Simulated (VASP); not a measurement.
# In7GaP8 (a cell with a defect) in VASP: further runs, part 2 of 2

VASP 6.6.1. Earlier steps stand in the parts before.

## 3. Relaxation of the atoms, PBE

The input, INCAR:

```
PREC = Accurate
ENCUT = 520
EDIFF = 1E-6
ISMEAR = 0
SIGMA = 0.02
LREAL = Auto
LASPH = T
NELM = 80
ALGO = Normal
ISIF = 2
LWAVE = F
LCHARG = F
GGA = PE
IBRION = 2
NSW = 65
EDIFFG = -0.025
```

The input, KPOINTS:

```
regular mesh
0
Gamma
  1 1 1
```

The input, POSCAR:

```
In7GaP8
1.0
    0.0000000000      5.9597880289     -5.9597880289
    5.9597880289      5.9597880289      0.0000000000
    5.9597880289      0.0000000000     -5.9597880289
Ga In P
1 7 8
Direct
    0.5000000000      0.5000000000      0.0000000000
    0.5000000000      0.0000000000      0.0000000000
    1.0000000000      0.5000000000      0.0000000000
    1.0000000000      0.0000000000      0.0000000000
    0.5000000000      0.5000000000      0.5000000000
    0.5000000000      0.0000000000      0.5000000000
    1.0000000000      0.5000000000      0.5000000000
    1.0000000000      0.0000000000      0.5000000000
    0.3750000000      0.3750000000      0.3750000000
    0.3750000000      0.8750000000      0.3750000000
    0.8750000000      0.3750000000      0.3750000000
    0.8750000000      0.8750000000      0.3750000000
    0.3750000000      0.3750000000      0.8750000000
    0.3750000000      0.8750000000      0.8750000000
    0.8750000000      0.3750000000      0.8750000000
    0.8750000000      0.8750000000      0.8750000000
```

Potentials or basis: VASP PAW PBE potentials, release 64 (Ga_d, In_d, P).

Started as:

```console
> cat potpaw_PBE.64/Ga_d/POTCAR potpaw_PBE.64/In_d/POTCAR potpaw_PBE.64/P/POTCAR > POTCAR
> mpirun -np 1 vasp_gam > vasp.out
```

OUTCAR:

```text
PREC = Accurate
   ENCUT = 520
   EDIFF = 1E-6
   ISMEAR = 0
   LREAL = Auto
   LASPH = T
   NELM = 80
   ISIF = 2
   GGA = PE
   IBRION = 2
   NSW = 65
   EDIFFG = -0.025

 ion  position               nearest neighbor table
   1  0.500  0.500  0.000-   9 2.58  13 2.58  14 2.58  15 2.58
   2  0.500  0.000  0.000-  10 2.58  13 2.58  14 2.58  16 2.58
   3  0.000  0.500  0.000-  11 2.58  13 2.58  15 2.58  16 2.58
   4  0.000  0.000  0.000-  12 2.58  14 2.58  15 2.58  16 2.58
   5  0.500  0.500  0.500-   9 2.58  10 2.58  11 2.58  13 2.58
   6  0.500  0.000  0.500-   9 2.58  10 2.58  12 2.58  14 2.58
[... 8 lines left out ...]
  15  0.875  0.375  0.875-   1 2.58   3 2.58   4 2.58   7 2.58
  16  0.875  0.875  0.875-   2 2.58   3 2.58   4 2.58   8 2.58

  LATTYP: Found a face centered cubic cell.
 ALAT       =    11.9195760578

  Lattice vectors:

[... 392 lines left out ...]
  free energy    TOTEN  =       -53.59487514 eV

  energy without entropy =      -53.59487514  energy(sigma->0) =      -53.59487514

 E-fermi :   4.8214     XC(G=0):  -8.8352

 val. band max:        4.7279147931   @ k =   0.0000   0.0000   0.0000
 cond. band min:       4.9146317095   @ k =   0.0000   0.0000   0.0000
 fundamental gap:      0.1867169164
 Fermi energy:         4.8213878566

 k-point     1 :       0.0000    0.0000    0.0000
  band No.  band energies     occupation
      1     -10.0981      2.00000
      2     -10.0981      2.00000
      3     -10.0981      2.00000
      4     -10.0363      2.00000
      5     -10.0363      2.00000
      6      -9.9031      2.00000
[... 76 lines left out ...]
     83       6.9088      0.00000
     84       8.5264      0.00000
 [bands above 84 left out]

------------------------ aborting loop because EDIFF is reached ----------------------------------------

  FORCE on cell =-STRESS in cart. coord.  units (eV):
  Direction    XX          YY          ZZ          XY          YZ          ZX
  --------------------------------------------------------------------------------------
  -------------------------------------------------------------------------------------
  Total        4.4218774      4.4218774      4.4218774      0.0000000      0.0000000      0.0000000
  in kB       16.7338103     16.7338103     16.7338103      0.0000000      0.0000000      0.0000000
  external PRESSURE =      16.7338103 kB  Pullay stress =       0.0000000 kB
[... 31 lines left out ...]
  FREE ENERGIE OF THE ION-ELECTRON SYSTEM (eV)
  ---------------------------------------------------
  free  energy   TOTEN  =       -53.5948751365 eV

  energy  without entropy=      -53.5948751365  energy(sigma->0) =      -53.59487514

 reached required accuracy - stopping structural energy minimisation
```

CONTCAR:

```text
In7GaP8
   1.00000000000000
     0.0000000000000000    5.9597880289000003   -5.9597880289000003
     5.9597880289000003    5.9597880289000003    0.0000000000000000
     5.9597880289000003    0.0000000000000000   -5.9597880289000003
  Ga              In              P
     1     7     8
Direct
     0.5000000000000000    0.5000000000000000    0.0000000000000000
     0.5002328710401551    0.9997671289598449    0.0002328710401552
     0.9997671289598449    0.5002328710401551    0.0002328710401552
     0.9997671289598449    0.9997671289598449    0.0002328710401552
     0.5002328710401551    0.5002328710401551    0.4997671289598448
     0.5002328710401551    0.9997671289598449    0.4997671289598448
[... 8 lines left out ...]
     0.8557661890304901    0.3814112703231700    0.8814112703231699
     0.8752480232382162    0.8752480232382162    0.8742559302853518

  0.00000000E+00  0.00000000E+00  0.00000000E+00
  0.00000000E+00  0.00000000E+00  0.00000000E+00
  0.00000000E+00  0.00000000E+00  0.00000000E+00
  0.00000000E+00  0.00000000E+00  0.00000000E+00
  0.00000000E+00  0.00000000E+00  0.00000000E+00
  0.00000000E+00  0.00000000E+00  0.00000000E+00
[... 8 lines left out ...]
  0.00000000E+00  0.00000000E+00  0.00000000E+00
  0.00000000E+00  0.00000000E+00  0.00000000E+00
```

Run time: 2.2 min. Hardware: 1 thread of Intel Xeon 6975P-C (Granite Rapids), shared host; peak memory 0.61 GiB.

Results:

```yaml
Free_energy: -53.5949 eV
Energy_gained_by_relaxing: 16.3 meV/atom
Ionic_steps: 5
Pressure_after_relaxing: 1.7 GPa
Largest_force_after_relaxing: 0.020 eV/Å
Band_gap_on_the_k_mesh: 0.19 eV
```

Forces in eV/Å, atoms in the order of the input:
```
Ga   0.000  0.000  0.000
In   0.000  0.000  0.003
In  -0.003  0.000  0.000
In   0.000  0.003  0.000
In   0.000 -0.003  0.000
In   0.003  0.000  0.000
In   0.000  0.000 -0.003
In   0.000  0.000  0.000
P    0.008 -0.008 -0.008
P    0.011 -0.011  0.011
P   -0.011 -0.011 -0.011
P    0.011  0.011 -0.011
P   -0.008 -0.008  0.008
P    0.008  0.008  0.008
P   -0.008  0.008 -0.008
P   -0.011  0.011  0.011
```

Step by step:
```tsv
step	energy change (eV)	largest force (eV/Å)	pressure (GPa)
1	0.0000	0.9377	2.12
2	-0.1455	0.6431	1.88
3	-0.2526	0.1397	1.71
4	-0.2542	0.1558	1.69
5	-0.2603	0.0199	1.67
```

Final structure:
```
Ga In P
1.0
     0.00000    5.95979   -5.95979
     5.95979    5.95979    0.00000
     5.95979    0.00000   -5.95979
Ga In P
1 7 8
Direct
  0.50000 0.50000 0.00000
  0.50023 0.99977 0.00023
  0.99977 0.50023 0.00023
  0.99977 0.99977 0.00023
  0.50023 0.50023 0.49977
  0.50023 0.99977 0.49977
  0.99977 0.50023 0.49977
  0.00000 0.00000 0.50000
  0.38141 0.38141 0.35577
  0.37426 0.87525 0.37525
  0.87525 0.37426 0.37525
  0.87525 0.87525 0.37525
  0.38141 0.38141 0.88141
  0.38141 0.85577 0.88141
  0.85577 0.38141 0.88141
  0.87525 0.87525 0.87426
```

Levels at points of the mesh, in eV from the valence-band top:
```
           k point  band 69  band 70  band 71  band 72  band 73  band 74  band 75  band 76
(0.00, 0.00, 0.00)    -0.81     0.00     0.00     0.00     0.19     1.04     1.18     1.18
```

Caveat: the k points lie up to 0.91 Å⁻¹ apart; spin-orbit coupling is left out, which moves the levels of the heavy elements.
